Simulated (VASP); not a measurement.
# MgI2 (R-3m) in VASP: notebook

MgI2 is run at these levels: r2SCAN, HSE06; tasks: single point.

Everything below comes from runs of VASP 6.6.1. Logs are shortened: lines on timing, memory, paths and dates and some standing lists are left out, and cuts for length are marked.

## Step 1: The cell of the first run

Symmetry: R-3m, No. 166, trigonal system. Conventional cell: a = 4.157 Å, b = 4.157 Å, c = 20.677 Å, α = 90.00°, β = 90.00°, γ = 120.00°. Within 3.8 Å of Mg (site symmetry -3m) lie 6 I at 2.92 Å. I (site symmetry 3m) has 3 Mg at 2.92 Å within 3.8 Å.

## Step 2: Single point, r2SCAN

POSCAR

```
MgI2
1.0
    2.0786779714      1.2001252863      6.8923459914
   -2.0786779714      1.2001252863      6.8923459914
    0.0000000000     -2.4002505727      6.8923459914
Mg I
1 2
Direct
    0.0000000000      0.0000000000      0.0000000000
    0.2526882644      0.2526882644      0.2526882644
    0.7473117356      0.7473117356      0.7473117356
```

INCAR.step1

```
SYSTEM = MgI2
PREC = Accurate ; ENCUT = 660
ISMEAR = 0 ; SIGMA = 0.01
LREAL = .False. ; LASPH = .True.
NELM = 120 ; NBANDS = 15
GGA = PE ; ALGO = Normal
EDIFF = 1E-5 ; LWAVE = .True.
LCHARG = .False. ; GGA_COMPAT = .False.
```

INCAR.step2

```
SYSTEM = MgI2
PREC = Accurate ; ENCUT = 660
EDIFF = 1E-6 ; ISMEAR = 0
SIGMA = 0.01 ; LREAL = .False.
LASPH = .True. ; NELM = 120
ALGO = Normal ; ISIF = 2
LWAVE = .False. ; LCHARG = .False.
METAGGA = R2SCAN ; LMIXTAU = .True.
NBANDS = 15 ; ISTART = 1
GGA_COMPAT = .False.
```

KPOINTS

```
Automatic mesh
0
Gamma
  6 6 6
  0 0 0
```

Potentials or basis: VASP PAW PBE potentials, release 64 (Mg, I).

Run with:

```bash
$ cat potpaw_PBE.64/Mg/POTCAR potpaw_PBE.64/I/POTCAR > POTCAR
$ cp INCAR.step1 INCAR
$ mpirun -np 1 vasp_std > vasp.out
$ cp INCAR.step2 INCAR
$ mpirun -np 1 vasp_std > vasp.out
```

OUTCAR:

```text
SYSTEM = MgI2
   PREC = Accurate
   ENCUT = 660
   EDIFF = 1E-6
   ISMEAR = 0
   LREAL = .False.
   LASPH = .True.
   NELM = 120
   ISIF = 2
   METAGGA = R2SCAN
   ISTART = 1

 ion  position               nearest neighbor table
   1  0.000  0.000  0.000-   3 2.92   2 2.92   3 2.92   3 2.92   2 2.92   2 2.92
   2  0.253  0.253  0.253-   1 2.92   1 2.92   1 2.92
   3  0.747  0.747  0.747-   1 2.92   1 2.92   1 2.92

  LATTYP: Found a trigonal (rhomboedric) cell.
 ALAT       =     7.2983310474
 COS(alpha) =     0.8377602362

  Lattice vectors:

 A1 = (   2.0786779714,   1.2001252863,   6.8923459914)
 A2 = (  -2.0786779714,   1.2001252863,   6.8923459914)
 A3 = (   0.0000000000,  -2.4002505727,   6.8923459914)

Analysis of symmetry for initial positions (statically):
=====================================================================
 Subroutine PRICEL returns:
 Original cell was already a primitive cell.

 Routine SETGRP: Setting up the symmetry group for a
 trigonal (rhombohedral) supercell.

 Subroutine GETGRP returns: Found 12 space group operations
 (whereof 12 operations were pure point group operations)
 out of a pool of 12 trial point group operations.

The static configuration has the point symmetry D_3d.

Analysis of symmetry for dynamics (positions and initial velocities):
=====================================================================
 Subroutine PRICEL returns:
 Original cell was already a primitive cell.

 Routine SETGRP: Setting up the symmetry group for a
 trigonal (rhombohedral) supercell.

 Subroutine GETGRP returns: Found 12 space group operations
 (whereof 12 operations were pure point group operations)
 out of a pool of 12 trial point group operations.

The dynamic configuration has the point symmetry D_3d.

 Subroutine INISYM returns: Found 12 space group operations
 (whereof 12 operations are pure point group operations),
 and found     1 'primitive' translations

----------------------------------------------------------------------------------------

                                     Primitive cell

  volume of cell :     103.1649

  direct lattice vectors                    reciprocal lattice vectors
     2.078677971  1.200125286  6.892345991     0.240537499  0.138874390  0.048362826
    -2.078677971  1.200125286  6.892345991    -0.240537499  0.138874390  0.048362826
     0.000000000 -2.400250573  6.892345991     0.000000000 -0.277748779  0.048362826

  length of vectors
     7.298331047  7.298331047  7.298331047     0.281927912  0.281927912  0.281927912

  position of ions in fractional coordinates (direct lattice)
     0.000000000  0.000000000  0.000000000
     0.252688264  0.252688264  0.252688264
     0.747311736  0.747311736  0.747311736

  ion indices of the primitive-cell ions
   primitive index   ion index
                 1           1
                 2           2
                 3           3

----------------------------------------------------------------------------------------

 KPOINTS: Automatic mesh

Automatic generation of k-mesh.
 Grid dimensions read from file:
 generate k-points for:    6    6    6

 Generating k-lattice:

  Cartesian coordinates                     Fractional coordinates (reciprocal lattice)
     0.040089583  0.023145732  0.008060471     0.166666667 -0.000000000 -0.000000000
    -0.040089583  0.023145732  0.008060471    -0.000000000  0.166666667 -0.000000000
     0.000000000 -0.046291463  0.008060471     0.000000000  0.000000000  0.166666667

  Length of vectors
     0.046987985  0.046987985  0.046987985

  Shift w.r.t. Gamma in fractional coordinates (k-lattice)
     0.000000000  0.000000000  0.000000000

 Subroutine IBZKPT returns following result:
 ===========================================

 Found     32 irreducible k-points:

 Following reciprocal coordinates:
            Coordinates               Weight
  0.000000  0.000000  0.000000      1.000000
  0.166667  0.000000 -0.000000      6.000000
  0.333333  0.000000  0.000000      6.000000
  0.500000  0.000000 -0.000000      3.000000
  0.166667  0.166667  0.000000      6.000000
  0.333333  0.166667  0.000000     12.000000
[... 16 lines left out ...]
  0.500000  0.500000  0.166667      6.000000
 -0.333333  0.500000  0.166667     12.000000
 [... further k-points ...]
   k-points           NKPTS =     32   k-points in BZ     NKDIM =     32   number of bands    NBANDS=     15
   number of dos      NEDOS =    301   number of ions     NIONS =      3
   total plane-waves  NPLWV = 262144
   dimension x,y,z NGX =    64 NGY =   64 NGZ =   64
   dimension x,y,z NGXF=   128 NGYF=  128 NGZF=  128
   ions per type =               1   2
   NGX,Y,Z   is equivalent  to a cutoff of  14.58, 14.58, 14.58 a.u.
   NGXF,Y,Z  is equivalent  to a cutoff of  29.16, 29.16, 29.16 a.u.
 SYSTEM =  MgI2
   PREC   = accura    normal or accurate (medium, high low for compatibility)
   ISTART =      1    job   : 0-new  1-cont  2-samecut
   ICHARG =      0    charge: 1-file 2-atom 10-const
   ISPIN  =      1    spin polarized calculation?
   LNONCOLLINEAR =      F non collinear calculations
   LSORBIT =      F    spin-orbit coupling
   LASPH  =      T    aspherical Exc in radial PAW
   ENCUT  =  660.0 eV  48.51 Ry    6.96 a.u.  15.29 15.29 15.29*2*pi/ulx,y,z
   NELM   =    120;   NELMIN=  2; NELMDL=  0     # of ELM steps
   EDIFF  = 0.1E-05   stopping-criterion for ELM
   LREAL  =      F    real-space projection
   EDIFFG = 0.1E-04   stopping-criterion for IOM
   NSW    =      0    number of steps for IOM
   IBRION =     -1    ionic relax: 0-MD 1-quasi-New 2-CG
   NFREE  =      0    steps in history (QN), initial steepest desc. (CG)
   ISIF   =      2    stress and relaxation
   ISYM   =      2    0-nonsym 1-usesym 2-fastsym
   POTIM  = 0.5000    time-step for ionic-motion
   TEBEG  =    0.0;   TEEND  =   0.0 temperature during run
   PSTRESS=    0.0 pullay stress
   NELECT =      16.0000    total number of electrons
   NUPDOWN=      -1.0000    fix difference up-down
   EMIN   =  10.00;   EMAX   =-10.00  energy-range for DOS
   EFERMI =   0.00;   METHOD = LEGACY
   ISMEAR =     0;   SIGMA  =   0.01  broadening in eV -4-tet -1-fermi 0-gaus
   EFERMI_NEDOS =   21; number of points for ismear=-14 and -15
   IALGO  =     38    algorithm
   IMIX   =      4    mixing-type and parameters
     AMIX     =   0.40;   BMIX     =  1.00
     AMIX_MAG =   1.60;   BMIX_MAG =  1.00
  volume/ion in A,a.u.               =      34.39       232.06
  Fermi-wavevector in a.u.,A,eV,Ry     =   0.879571  1.662148 10.526076  0.773645
  Thomas-Fermi vector in A             =   1.999813
   LORBIT       =      0    0 simple, 1 ext, 2 COOP (PROOUT), +10 PAW based schemes
   METAGGA = R2SCAN    functional components
   LHFCALC =     F    Hartree Fock is set to
   AEXX    =    0.0000 exact exchange contribution
   IVDW    =     0    specifies the selected vdW correction
   LEPSILON=     F    determine dielectric tensor
   LRPA    =     F    only Hartree local field effects (RPA)
 non-spin polarized calculation
 Gauss-broadening in eV      SIGMA  =   0.01
  energy-cutoff  :      660.00
  volume of cell :      103.16
 maximum number of plane-waves:      3989
 NGX is ok and might be reduce to    64
   NGX = 31   NGY = 31   NGZ = 31

 number of electron      16.0000000 magnetization

 Free energy of the ion-electron system (eV)
  ---------------------------------------------------
  ext. energy  EPLUGINS =         0.00000000
  ---------------------------------------------------
  free energy    TOTEN  =       -56.92793820 eV

  energy without entropy =      -56.92793820  energy(sigma->0) =      -56.92793820

 E-fermi :   2.0334     XC(G=0):  -8.5392

 val. band max:        1.9581876567   @ k =   0.0000   0.0000   0.0000
 cond. band min:       5.7724115951   @ k =   0.5000   0.5000   0.0000
 fundamental gap:      3.8142239383
 Fermi energy:         2.0334321811

 k-point     1 :       0.0000    0.0000    0.0000
  band No.  band energies     occupation
      1     -10.4706      2.00000
      2      -9.7227      2.00000
      3      -1.5790      2.00000
      4       1.4884      2.00000
      5       1.4884      2.00000
      6       1.8947      2.00000
      7       1.8947      2.00000
      8       1.9582      2.00000
      9       6.4622      0.00000
     10       7.3558      0.00000
     11       9.0750      0.00000
     12       9.0750      0.00000
     13      10.2225      0.00000
     14      10.4121      0.00000
     15      10.4121      0.00000

 k-point     2 :       0.1667    0.0000   -0.0000
  band No.  band energies     occupation
      1     -10.3187      2.00000
      2      -9.6518      2.00000
      3      -1.3609      2.00000
      4       0.5677      2.00000
      5       0.9896      2.00000
      6       1.2610      2.00000
      7       1.7253      2.00000
      8       1.8187      2.00000
      9       7.2504      0.00000
     10       8.0097      0.00000
     11       8.8177      0.00000
     12       9.6064      0.00000
     13       9.6522      0.00000
     14      10.9839      0.00000
     15      11.1041      0.00000
[... 365 lines left out ...]
      3      -1.3152      2.00000
      4      -0.8428      2.00000
      5       0.6557      2.00000
      6       0.7411      2.00000
      7       1.3441      2.00000
      8       1.5980      2.00000
      9       6.3262      0.00000
     10       7.8558      0.00000
     11       8.2060      0.00000
     12       9.5900      0.00000
     13       9.6782      0.00000
     14      11.7672      0.00000
     15      12.6033      0.00000

 k-point    24 :      -0.3333    0.5000    0.1667
  band No.  band energies     occupation
      1      -9.6887      2.00000
      2      -9.5290      2.00000
      3      -1.5495      2.00000
      4      -0.9921      2.00000
      5       0.0806      2.00000
      6       0.6283      2.00000
      7       1.0597      2.00000
      8       1.3166      2.00000
      9       6.4928      0.00000
     10       8.0845      0.00000
     11       8.5239      0.00000
     12       9.1644      0.00000
     13      10.1848      0.00000
     14      11.5600      0.00000
     15      12.7779      0.00000

 [... further k-points ...]

------------------------ aborting loop because EDIFF is reached ----------------------------------------

  FORCE on cell =-STRESS in cart. coord.  units (eV):
  Direction    XX          YY          ZZ          XY          YZ          ZX
  --------------------------------------------------------------------------------------
  -------------------------------------------------------------------------------------
  Total        0.3217649      0.3217649      0.3652525      0.0000000     -0.0000000      0.0000000
  in kB        4.9970889      4.9970889      5.6724633      0.0000000     -0.0000000      0.0000000
  external PRESSURE =       5.2222137 kB  Pullay stress =       0.0000000 kB

 VOLUME and BASIS-vectors are now :
 -----------------------------------------------------------------------------
  energy-cutoff  :      660.00
  volume of cell :      103.16
      direct lattice vectors                 reciprocal lattice vectors
     2.078677971  1.200125286  6.892345991     0.240537499  0.138874390  0.048362826
    -2.078677971  1.200125286  6.892345991    -0.240537499  0.138874390  0.048362826
     0.000000000 -2.400250573  6.892345991     0.000000000 -0.277748779  0.048362826

 POSITION                                       TOTAL-FORCE (eV/Angst)
 -----------------------------------------------------------------------------------
      0.00000      0.00000      0.00000         0.000000      0.000000      0.000000
      0.00000     -0.00000      5.22484         0.000000     -0.000000      0.043685
      0.00000     -0.00000     15.45219         0.000000      0.000000     -0.043685
 -----------------------------------------------------------------------------------
    total drift:                               -0.000000      0.000000     -0.000000

  FREE ENERGIE OF THE ION-ELECTRON SYSTEM (eV)
  ---------------------------------------------------
  free  energy   TOTEN  =       -56.9279382033 eV

  energy  without entropy=      -56.9279382033  energy(sigma->0) =      -56.92793820
```

Run time: 6.4 min. Hardware: 1 thread of Intel Xeon 6975P-C (Granite Rapids), shared host; peak memory 0.65 GiB.

What came out:

```yaml
Free_energy: -56.9279 eV
Pressure: 0.5 GPa
Largest_force: 0.044 eV/Å
Band_gap_on_the_k_mesh: 3.81 eV (least direct gap 4.24 eV)
```

Forces on the atoms (eV/Å):
```
Mg   0.000  0.000  0.000
I    0.000  0.000  0.044
I    0.000  0.000 -0.044
```

Caveat: the PAW data sets were made with another functional, which shifts forces and pressure a little; spin-orbit coupling is left out, which moves the levels of the heavy elements.

## Step 3: Single point, HSE06

POSCAR is that of step 2.

INCAR.step1

```
SYSTEM = MgI2
PREC = Accurate
ENCUT = 520
EDIFF = 1E-5
ISMEAR = 0
SIGMA = 0.01
LREAL = .FALSE.
LASPH = .TRUE.
NELM = 120
ALGO = Normal
ISIF = 2
LWAVE = .TRUE.
LCHARG = .FALSE.
NBANDS = 15
GGA = PE
GGA_COMPAT = .FALSE.
```

INCAR.step2

```
SYSTEM = MgI2
PREC = Accurate
ENCUT = 520
EDIFF = 1E-6
ISMEAR = 0
SIGMA = 0.01
LREAL = .FALSE.
LASPH = .TRUE.
NELM = 120
ALGO = Normal
ISIF = 2
LWAVE = .FALSE.
LCHARG = .FALSE.
GGA = PE
LHFCALC = .TRUE.
HFSCREEN = 0.2079
PRECFOCK = Normal
NBANDS = 15
ISTART = 1
GGA_COMPAT = .FALSE.
```

KPOINTS

```
regular mesh
0
G
  4 4 4
  0 0 0
```

Potentials or basis: VASP PAW PBE potentials, release 64 (Mg, I).

Run with:

```bash
$ cat potpaw_PBE.64/Mg/POTCAR potpaw_PBE.64/I/POTCAR > POTCAR
$ cp INCAR.step1 INCAR
$ mpirun -np 1 vasp_std > vasp.out
$ cp INCAR.step2 INCAR
$ mpirun -np 1 vasp_std > vasp.out
```

It took 37 min on 1 thread of Intel Xeon 6975P-C (Granite Rapids), shared host; peak memory 0.52 GiB.

It converged, with:

```yaml
Free_energy: -9.1697 eV
Pressure: 0.4 GPa
Largest_force: 0.133 eV/Å
Band_gap_on_the_k_mesh: 4.17 eV (least direct gap 4.62 eV)
```

Forces on the atoms (eV/Å):
```
Mg   0.000  0.000  0.000
I    0.000  0.000  0.133
I    0.000  0.000 -0.133
```

Levels at points of the mesh, in eV from the valence-band top:
| k point | band 4 | band 5 | band 6 | band 7 | band 8 | band 9 | band 10 | band 11 | band 12 | band 13 |
| --- | --- | --- | --- | --- | --- | --- | --- | --- | --- | --- |
| (0.00, 0.00, 0.00) | -0.47 | -0.47 | -0.06 | -0.06 | 0.00 | 4.69 | 5.71 | 7.60 | 7.60 | 8.72 |
| (0.50, 0.00, 0.00) | -3.12 | -1.73 | -1.30 | -1.30 | -0.72 | 4.78 | 6.41 | 7.38 | 8.13 | 8.87 |
| (0.50, 0.50, 0.00) | -3.40 | -1.48 | -1.41 | -0.47 | -0.44 | 4.17 | 5.99 | 6.05 | 8.04 | 8.05 |
| (0.50, 0.50, 0.50) | -1.50 | -0.37 | -0.37 | -0.18 | -0.18 | 5.66 | 5.88 | 7.78 | 7.78 | 9.11 |

Caveat: the k points lie up to 0.44 Å⁻¹ apart; the PAW data sets were made with another functional, which shifts forces and pressure a little; spin-orbit coupling is left out, which moves the levels of the heavy elements.
